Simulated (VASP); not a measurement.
# Hg (Im-3m) in VASP: a series of runs

Hg is run at these levels: PBEsol; tasks: single point.

All numbers are computed with VASP 6.6.1; they aren't measurements. Logs are shortened: lines on timing, memory, paths and dates and some standing lists are left out, and cuts for length are marked.

## (1) The cell of the first run

Symmetry: Im-3m, No. 229, cubic system. The conventional cell has a = 3.626 Å, b = 3.626 Å, c = 3.626 Å, α = 90.00°, β = 90.00°, γ = 90.00°. Hg (site symmetry m-3m) has 14 Hg at 3.14 to 3.63 Å within 4.1 Å.

## (2) Single point, PBEsol

Input file INCAR:

```
SYSTEM = Hg
PREC     = Accurate       ! precision mode
ENCUT    = 520            ! plane-wave cutoff, eV
EDIFF    = 1E-6           ! SCF threshold, eV
ISMEAR   = -1             ! smearing method
SIGMA    = 0.1            ! smearing width, eV
LREAL    = .FALSE.        ! projectors in reciprocal space
LASPH    = .TRUE.         ! aspherical terms in the spheres
NELM     = 80             ! most SCF steps
ALGO     = Normal         ! electronic algorithm
ISIF     = 2              ! what is computed and relaxed
LWAVE    = .FALSE.        ! write WAVECAR
LCHARG   = .FALSE.        ! write CHGCAR
GGA      = PS             ! functional
NBANDS   = 12             ! bands
```

Input file KPOINTS:

```
regular mesh
0
G
  14 14 14
  0 0 0
```

Input file POSCAR:

```
Hg
1.0
   -1.8129710829      1.8129710829      1.8129710829
    1.8129710829     -1.8129710829      1.8129710829
    1.8129710829      1.8129710829     -1.8129710829
Hg
1
Direct
    0.0000000000      0.0000000000      0.0000000000
```

Potentials or basis: VASP PAW PBE potentials, release 64 (Hg).

Started as:

```
> cat potpaw_PBE.64/Hg/POTCAR > POTCAR
> mpirun -np 1 vasp_std > vasp.out
```

OUTCAR:

```text
SYSTEM = Hg
   PREC = Accurate
   ENCUT = 520
   EDIFF = 1E-6
   ISMEAR = -1
   LREAL = .FALSE.
   LASPH = .TRUE.
   NELM = 80
   ISIF = 2
   GGA = PS

 ion  position               nearest neighbor table
   1  0.000  0.000  0.000-

  LATTYP: Found a body centered cubic cell.
 ALAT       =     3.6259421658

  Lattice vectors:

 A1 = (  -1.8129710829,   1.8129710829,   1.8129710829)
 A2 = (   1.8129710829,  -1.8129710829,   1.8129710829)
 A3 = (   1.8129710829,   1.8129710829,  -1.8129710829)

Analysis of symmetry for initial positions (statically):
=====================================================================
 Subroutine PRICEL returns:
 Original cell was already a primitive cell.

 Routine SETGRP: Setting up the symmetry group for a
 body centered cubic supercell.

 Subroutine GETGRP returns: Found 48 space group operations
 (whereof 48 operations were pure point group operations)
 out of a pool of 48 trial point group operations.

The static configuration has the point symmetry O_h .

Analysis of symmetry for dynamics (positions and initial velocities):
=====================================================================
 Subroutine PRICEL returns:
 Original cell was already a primitive cell.

 Routine SETGRP: Setting up the symmetry group for a
 body centered cubic supercell.

 Subroutine GETGRP returns: Found 48 space group operations
 (whereof 48 operations were pure point group operations)
 out of a pool of 48 trial point group operations.

The dynamic configuration has the point symmetry O_h .

 Subroutine INISYM returns: Found 48 space group operations
 (whereof 48 operations are pure point group operations),
 and found     1 'primitive' translations

----------------------------------------------------------------------------------------

                                     Primitive cell

  volume of cell :      23.8360

  direct lattice vectors                    reciprocal lattice vectors
    -1.812971083  1.812971083  1.812971083     0.000000000  0.275790389  0.275790389
     1.812971083 -1.812971083  1.812971083     0.275790389  0.000000000  0.275790389
     1.812971083  1.812971083 -1.812971083     0.275790389  0.275790389  0.000000000

  length of vectors
     3.140158028  3.140158028  3.140158028     0.390026508  0.390026508  0.390026508

  position of ions in fractional coordinates (direct lattice)
     0.000000000  0.000000000  0.000000000

  ion indices of the primitive-cell ions
   primitive index   ion index
                 1           1

----------------------------------------------------------------------------------------

 KPOINTS: regular mesh

Automatic generation of k-mesh.
 Grid dimensions read from file:
 generate k-points for:   14   14   14

 Generating k-lattice:

  Cartesian coordinates                     Fractional coordinates (reciprocal lattice)
     0.000000000  0.019699313  0.019699313     0.071428571  0.000000000  0.000000000
     0.019699313  0.000000000  0.019699313     0.000000000  0.071428571  0.000000000
     0.019699313  0.019699313  0.000000000     0.000000000  0.000000000  0.071428571

  Length of vectors
     0.027859036  0.027859036  0.027859036

  Shift w.r.t. Gamma in fractional coordinates (k-lattice)
     0.000000000  0.000000000  0.000000000

 Subroutine IBZKPT returns following result:
 ===========================================

 Found    104 irreducible k-points:

 Following reciprocal coordinates:
            Coordinates               Weight
  0.000000  0.000000  0.000000      1.000000
  0.071429  0.000000  0.000000     12.000000
  0.142857  0.000000  0.000000     12.000000
  0.214286  0.000000  0.000000     12.000000
  0.285714  0.000000  0.000000     12.000000
  0.357143  0.000000  0.000000     12.000000
[... 16 lines left out ...]
  0.285714  0.285714  0.000000     24.000000
  0.357143  0.285714  0.000000     24.000000
 [... further k-points ...]
   k-points           NKPTS =    104   k-points in BZ     NKDIM =    104   number of bands    NBANDS=     12
   number of dos      NEDOS =    301   number of ions     NIONS =      1
   total plane-waves  NPLWV =  13824
   dimension x,y,z NGX =    24 NGY =   24 NGZ =   24
   dimension x,y,z NGXF=    48 NGYF=   48 NGZF=   48
   ions per type =               1
   NGX,Y,Z   is equivalent  to a cutoff of  12.71, 12.71, 12.71 a.u.
   NGXF,Y,Z  is equivalent  to a cutoff of  25.41, 25.41, 25.41 a.u.
 SYSTEM =  Hg
   PREC   = accura    normal or accurate (medium, high low for compatibility)
   ISTART =      0    job   : 0-new  1-cont  2-samecut
   ICHARG =      2    charge: 1-file 2-atom 10-const
   ISPIN  =      1    spin polarized calculation?
   LNONCOLLINEAR =      F non collinear calculations
   LSORBIT =      F    spin-orbit coupling
   LASPH  =      T    aspherical Exc in radial PAW
   ENCUT  =  520.0 eV  38.22 Ry    6.18 a.u.   5.84  5.84  5.84*2*pi/ulx,y,z
   NELM   =     80;   NELMIN=  2; NELMDL= -5     # of ELM steps
   EDIFF  = 0.1E-05   stopping-criterion for ELM
   LREAL  =      F    real-space projection
   EDIFFG = 0.1E-04   stopping-criterion for IOM
   NSW    =      0    number of steps for IOM
   IBRION =     -1    ionic relax: 0-MD 1-quasi-New 2-CG
   NFREE  =      0    steps in history (QN), initial steepest desc. (CG)
   ISIF   =      2    stress and relaxation
   ISYM   =      2    0-nonsym 1-usesym 2-fastsym
   POTIM  = 0.5000    time-step for ionic-motion
   TEBEG  =    0.0;   TEEND  =   0.0 temperature during run
   PSTRESS=    0.0 pullay stress
   NELECT =      12.0000    total number of electrons
   NUPDOWN=      -1.0000    fix difference up-down
   EMIN   =  10.00;   EMAX   =-10.00  energy-range for DOS
   EFERMI =   0.00;   METHOD = LEGACY
   ISMEAR =    -1;   SIGMA  =   0.10  broadening in eV -4-tet -1-fermi 0-gaus
   EFERMI_NEDOS =   21; number of points for ismear=-14 and -15
   IALGO  =     38    algorithm
   IMIX   =      4    mixing-type and parameters
     AMIX     =   0.40;   BMIX     =  1.00
     AMIX_MAG =   1.60;   BMIX_MAG =  1.00
  volume/ion in A,a.u.               =      23.84       160.85
  Fermi-wavevector in a.u.,A,eV,Ry     =   1.302340  2.461066 23.076697  1.696089
  Thomas-Fermi vector in A             =   2.433414
   LORBIT       =      0    0 simple, 1 ext, 2 COOP (PROOUT), +10 PAW based schemes
   GGA     = PS    functional components
   LHFCALC =     F    Hartree Fock is set to
   AEXX    =    0.0000 exact exchange contribution
   IVDW    =     0    specifies the selected vdW correction
   LEPSILON=     F    determine dielectric tensor
   LRPA    =     F    only Hartree local field effects (RPA)
 non-spin polarized calculation
  energy-cutoff  :      520.00
  volume of cell :       23.84
 maximum number of plane-waves:       682
   NGX = 11   NGY = 11   NGZ = 11

 number of electron      11.9999997 magnetization

 Free energy of the ion-electron system (eV)
  ---------------------------------------------------
  ext. energy  EPLUGINS =         0.00000000
  ---------------------------------------------------
  free energy    TOTEN  =        -0.55720980 eV

  energy without entropy =       -0.54750239  energy(sigma->0) =       -0.55235609

 E-fermi :   2.3682     XC(G=0): -10.9961

 val. band max:        2.3174221532   @ k =   0.5000   0.5000   0.2857
 cond. band min:       2.3715266529   @ k =  -0.4286   0.5000   0.2857
 fundamental gap:      0.0541044997
 Fermi energy:         2.3681629227

 k-point     1 :       0.0000    0.0000    0.0000
  band No.  band energies     occupation
      1      -6.5343      2.00000
      2      -4.5673      2.00000
      3      -4.5673      2.00000
      4      -4.5673      2.00000
      5      -3.6780      2.00000
      6      -3.6780      2.00000
      7      17.5715      0.00000
      8      17.5715      0.00000
      9      17.5715      0.00000
     10      18.6347      0.00000
     11      18.6347      0.00000
     12      18.6347      0.00000

 k-point     2 :       0.0714    0.0000    0.0000
  band No.  band energies     occupation
      1      -6.3973      2.00000
      2      -4.5909      2.00000
      3      -4.5575      2.00000
      4      -4.5021      2.00000
      5      -3.7034      2.00000
      6      -3.6769      2.00000
      7      16.6203      0.00000
      8      17.3411      0.00000
      9      17.5975      0.00000
     10      17.8351      0.00000
     11      18.0461      0.00000
     12      18.2997      0.00000

 k-point     3 :       0.1429    0.0000    0.0000
  band No.  band energies     occupation
      1      -6.0133      2.00000
      2      -4.6564      2.00000
      3      -4.5129      2.00000
      4      -4.3145      2.00000
      5      -3.7600      2.00000
      6      -3.6729      2.00000
      7      13.9261      0.00000
      8      16.2386      0.00000
      9      16.7553      0.00000
     10      17.4783      0.00000
     11      17.6650      0.00000
     12      18.6209      0.00000
[... 286 lines left out ...]
 k-point    23 :       0.2857    0.2857    0.0000
  band No.  band energies     occupation
      1      -5.0789      2.00000
      2      -4.5770      2.00000
      3      -4.1738      2.00000
      4      -3.7085      2.00000
      5      -3.5142      2.00000
      6       0.8781      2.00000
      7       4.2377      0.00000
      8       6.2113      0.00000
      9      12.3869      0.00000
     10      19.1007      0.00000
     11      20.1750      0.00000
     12      22.7312      0.00000

 k-point    24 :       0.3571    0.2857    0.0000
  band No.  band energies     occupation
      1      -5.0766      2.00000
      2      -4.5138      2.00000
      3      -4.2292      2.00000
      4      -3.6568      2.00000
      5      -3.5317      2.00000
      6       1.6822      1.99790
      7       3.7468      0.00000
      8       5.5008      0.00000
      9      12.3100      0.00000
     10      19.3543      0.00000
     11      20.2814      0.00000
     12      22.1523      0.00000

 [... further k-points ...]

------------------------ aborting loop because EDIFF is reached ----------------------------------------

  FORCE on cell =-STRESS in cart. coord.  units (eV):
  Direction    XX          YY          ZZ          XY          YZ          ZX
  --------------------------------------------------------------------------------------
  -------------------------------------------------------------------------------------
  Total        0.0701932      0.0701932      0.0701932      0.0000000     -0.0000000      0.0000000
  in kB        4.7181610      4.7181610      4.7181610      0.0000000     -0.0000000      0.0000000
  external PRESSURE =       4.7181610 kB  Pullay stress =       0.0000000 kB

 VOLUME and BASIS-vectors are now :
 -----------------------------------------------------------------------------
  energy-cutoff  :      520.00
  volume of cell :       23.84
      direct lattice vectors                 reciprocal lattice vectors
    -1.812971083  1.812971083  1.812971083     0.000000000  0.275790389  0.275790389
     1.812971083 -1.812971083  1.812971083     0.275790389  0.000000000  0.275790389
     1.812971083  1.812971083 -1.812971083     0.275790389  0.275790389  0.000000000

 POSITION                                       TOTAL-FORCE (eV/Angst)
 -----------------------------------------------------------------------------------
      0.00000      0.00000      0.00000        -0.000000     -0.000000     -0.000000
 -----------------------------------------------------------------------------------
    total drift:                               -0.000000      0.000000      0.000000

  FREE ENERGIE OF THE ION-ELECTRON SYSTEM (eV)
  ---------------------------------------------------
  free  energy   TOTEN  =        -0.5572097973 eV

  energy  without entropy=       -0.5475023900  energy(sigma->0) =       -0.55235609
```

Run time: 7.7 s. Hardware: 1 thread of Intel Xeon 6975P-C (Granite Rapids), shared host; peak memory 0.15 GiB.

Results:

* Free energy: -0.5572 eV
* Pressure: 0.5 GPa
* Band gap on the k mesh: zero (band 6 reaches 5.65 eV, above the bottom of band 7 at 1.22 eV)

Levels at points of the mesh, in eV from the Fermi level:
```csv
k point,band 4,band 5,band 6,band 7,band 8,band 9
"(0.00, 0.00, 0.00)",-6.94,-6.05,-6.05,15.20,15.20,15.20
"(0.50, 0.00, 0.00)",-6.00,-5.40,-1.28,-1.15,9.53,10.19
"(0.50, 0.50, 0.50)",-5.56,-5.56,3.29,3.92,3.92,3.92
```

Caveat: the PAW data sets were made with another functional, which shifts forces and pressure a little; spin-orbit coupling is left out, which moves the levels of the heavy elements.

## (3) Single point, PBEsol (volume scaled by 1.04)

Input file INCAR:

```
SYSTEM = Hg
PREC = Accurate
ENCUT = 520
EDIFF = 1E-7
ISMEAR = -1
SIGMA = 0.1
LREAL = .False.
LASPH = .True.
NELM = 80
ALGO = Normal
ISIF = 2
LWAVE = .False.
LCHARG = .False.
GGA = PS
NBANDS = 12
```

Input file KPOINTS:

```
Automatic mesh
0
Gamma
  14 14 14
  0 0 0
```

Input file POSCAR:

```
Hg
1.0
   -1.8368287015      1.8368287015      1.8368287015
    1.8368287015     -1.8368287015      1.8368287015
    1.8368287015      1.8368287015     -1.8368287015
Hg
1
Direct
    0.0000000000      0.0000000000      0.0000000000
```

Potentials or basis: VASP PAW PBE potentials, release 64 (Hg).

Started as:

```
> cat potpaw_PBE.64/Hg/POTCAR > POTCAR
> mpirun -np 1 vasp_std > vasp.out
```

It took 6.6 s on 1 thread of Intel Xeon 6975P-C (Granite Rapids), shared host; peak memory 0.15 GiB.

The run converged. Its results:

* Free energy: -0.5565 eV
* Pressure: -0.8 GPa
* Band gap on the k mesh: zero (band 6 reaches 5.05 eV, above the bottom of band 7 at 0.94 eV)

Levels at points of the mesh, in eV from the Fermi level:
```csv
k point,band 3,band 4,band 5,band 6,band 7,band 8,band 9,band 10
"(0.00, 0.00, 0.00)",-6.78,-6.78,-5.95,-5.95,15.10,15.10,15.10,15.76
"(0.50, 0.00, 0.00)",-6.02,-5.91,-5.36,-1.22,-1.10,9.33,10.09,14.35
"(0.50, 0.50, 0.50)",-5.50,-5.50,-5.50,3.02,3.93,3.93,3.93,9.99
```

Caveat: the PAW data sets were made with another functional, which shifts forces and pressure a little; spin-orbit coupling is left out, which moves the levels of the heavy elements.

## (4) Single point, PBEsol (volume scaled by 1.08)

Input file INCAR:

```
SYSTEM = Hg
ALGO = Normal ; EDIFF = 1E-6
ENCUT = 520 ; GGA = PS
ISIF = 2 ; ISMEAR = -1
LASPH = .TRUE. ; LCHARG = .TRUE.
LELF = .TRUE. ; LREAL = .FALSE.
LVHAR = .TRUE. ; LWAVE = .FALSE.
NBANDS = 12 ; NELM = 80
PREC = Accurate ; SIGMA = 0.1
```

Input file KPOINTS:

```
k-points
0
G
  14 14 14
  0 0 0
```

Input file POSCAR:

```
Hg
1.0
   -1.8600821662      1.8600821662      1.8600821662
    1.8600821662     -1.8600821662      1.8600821662
    1.8600821662      1.8600821662     -1.8600821662
Hg
1
Direct
    0.0000000000      0.0000000000      0.0000000000
```

Potentials or basis: VASP PAW PBE potentials, release 64 (Hg).

Started as:

```
> cat potpaw_PBE.64/Hg/POTCAR > POTCAR
> mpirun -np 1 vasp_std > vasp.out
```

OUTCAR:

```text
SYSTEM = Hg
   EDIFF = 1E-6
   ENCUT = 520
   GGA = PS
   ISIF = 2
   ISMEAR = -1
   LASPH = .TRUE.
   LREAL = .FALSE.
   NELM = 80
   PREC = Accurate

 ion  position               nearest neighbor table
   1  0.000  0.000  0.000-

  LATTYP: Found a body centered cubic cell.
 ALAT       =     3.7201643324

  Lattice vectors:

 A1 = (  -1.8600821662,   1.8600821662,   1.8600821662)
 A2 = (   1.8600821662,  -1.8600821662,   1.8600821662)
 A3 = (   1.8600821662,   1.8600821662,  -1.8600821662)

Analysis of symmetry for initial positions (statically):
[... 528 lines left out ...]
      5      -4.0099      2.00000
      6       0.9350      1.99936
      7       3.2046      0.00000
      8       4.8325      0.00000
      9      11.3056      0.00000
     10      18.1975      0.00000
     11      19.1372      0.00000
     12      20.4118      0.00000

 [... further k-points ...]
[... 5 lines left out ...]
  --------------------------------------------------------------------------------------
  -------------------------------------------------------------------------------------
  Total       -0.2775954     -0.2775954     -0.2775954      0.0000000      0.0000000     -0.0000000
  in kB      -17.2769273    -17.2769273    -17.2769273      0.0000000      0.0000000     -0.0000000
  external PRESSURE =     -17.2769273 kB  Pullay stress =       0.0000000 kB

 VOLUME and BASIS-vectors are now :
 -----------------------------------------------------------------------------
  energy-cutoff  :      520.00
  volume of cell :       25.74
      direct lattice vectors                 reciprocal lattice vectors
    -1.860082166  1.860082166  1.860082166     0.000000000  0.268805330  0.268805330
     1.860082166 -1.860082166  1.860082166     0.268805330  0.000000000  0.268805330
     1.860082166  1.860082166 -1.860082166     0.268805330  0.268805330  0.000000000

 POSITION                                       TOTAL-FORCE (eV/Angst)
 -----------------------------------------------------------------------------------
      0.00000      0.00000      0.00000        -0.000000      0.000000      0.000000
 -----------------------------------------------------------------------------------
    total drift:                                0.000000      0.000000     -0.000000

  FREE ENERGIE OF THE ION-ELECTRON SYSTEM (eV)
  ---------------------------------------------------
  free  energy   TOTEN  =        -0.5493054564 eV

  energy  without entropy=       -0.5405972091  energy(sigma->0) =       -0.54495133
```

OSZICAR:

```text
N       E                     dE             d eps       ncg     rms          rms(c)
DAV:   1     0.719777534563E+02    0.71978E+02   -0.65505E+03  2640   0.947E+02
DAV:   2     0.655285795086E+00   -0.71322E+02   -0.67174E+02  2740   0.223E+02
DAV:   3    -0.587612179423E+00   -0.12429E+01   -0.12422E+01  2968   0.327E+01
DAV:   4    -0.588727622908E+00   -0.11154E-02   -0.11154E-02  2752   0.103E+00
DAV:   5    -0.588729184952E+00   -0.15620E-05   -0.15621E-05  2880   0.370E-02    0.269E+00
DAV:   6    -0.552376782546E+00    0.36352E-01   -0.91361E-02  2888   0.336E+00    0.215E+00
DAV:   7    -0.549522231312E+00    0.28546E-02   -0.93433E-03  2836   0.915E-01    0.109E+00
DAV:   8    -0.549290250949E+00    0.23198E-03   -0.81514E-04  2652   0.373E-01    0.397E-02
DAV:   9    -0.549301081916E+00   -0.10831E-04   -0.43540E-06  2820   0.197E-02    0.108E-02
DAV:  10    -0.549305471792E+00   -0.43899E-05   -0.33828E-06  2648   0.207E-02    0.701E-04
DAV:  11    -0.549305456382E+00    0.15410E-07   -0.28204E-08  1296   0.137E-03
   1 F= -.54930546E+00 E0= -.54495133E+00  d E =-.870825E-02
```

Wall time 7 s (1 thread of Intel Xeon 6975P-C (Granite Rapids), shared host); peak memory 0.16 GiB.

What came out:

| Quantity | Value |
| --- | --- |
| Free energy | -0.5493 eV |
| Pressure | -1.7 GPa |
| Band gap on the k mesh | zero (band 6 reaches 4.50 eV, above the bottom of band 7 at 0.81 eV) |

Caveat: the PAW data sets were made with another functional, which shifts forces and pressure a little; spin-orbit coupling is left out, which moves the levels of the heavy elements.

[end of part 1 of 2]
